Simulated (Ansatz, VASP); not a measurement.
# TiClF: VASP beside Ansatz

```xyz
6
Lattice="3.0881 0.0000 0.0000 -1.5441 2.6744 0.0000 0.0000 0.0000 12.9903" Properties=species:S:1:pos:R:3 pbc="T T T"
Ti    0.0000    1.7829    6.1963
Ti    1.5441    0.8915   12.6914
Cl    0.0000    0.0000    1.3282
Cl    0.0000    0.0000    7.8233
F     0.0000    0.0000    4.9659
F     0.0000    0.0000   11.4610
```

Alike in both runs: task relaxation of cell and atoms; functional PBE; k mesh 12 × 12 × 2; occupations gaussian, width 0.02 eV; no spin polarisation.

|  | VASP | Ansatz |
| --- | --- | --- |
| version | VASP 6.6.1 | Ansatz 0.2.0 |
| potentials or method | VASP PAW PBE potentials, release 64 (Ti_sv, Cl, F), cutoff 600 eV | scalar-relativistic, plane waves, PAW |
| valence electrons in the cell | 52 | 52 |

```tsv
	VASP	Ansatz	Ansatz less VASP
gap on the k mesh at the Fermi level, each at its own relaxed structure (eV)	1.12	1.13	+0.010
relaxed volume (Å³/atom)	17.91	18.28	+0.373
relaxed cell length with the largest relative difference (Å)	13.002	13.280	+0.2780
```
